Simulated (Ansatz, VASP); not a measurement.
**One calculation of B3P, two programs**

```
CELL_PARAMETERS angstrom
3.14042 0.00000 0.00000
0.00000 3.14042 0.00000
0.00000 0.00000 3.14042
ATOMIC_POSITIONS crystal
B 0.00000 0.50000 0.50000
B 0.50000 0.00000 0.50000
B 0.50000 0.50000 0.00000
P 0.00000 0.00000 0.00000
```

Change from the starting cell: species swapped into the AlNi3 type (Pm-3m, No. 221).

Alike in both runs: functional PBE; k mesh 14 × 14 × 14; occupations gaussian, width 0.1 eV; no spin polarisation.

Ansatz relaxed the structure, and its values are those at the end. VASP's run is a single point on that final structure, the one shown.

|  | VASP | Ansatz |
| --- | --- | --- |
| version | VASP 6.6.1 | Ansatz 0.2.0 |
| potentials or method | VASP PAW PBE potentials, release 64 (B, P), cutoff 500 eV | scalar-relativistic, plane waves, PAW |
| valence electrons in the cell | 14 | 14 |

VASP gave:

- gap on the k mesh at the Fermi level (eV): none
- pressure (GPa): -0.3

Question: Estimate Ansatz's values.

Answer: gap on the k mesh at the Fermi level (eV): none; pressure (GPa): 0.0.

A gap of «none» marks a metal or a gap that the smearing closes.
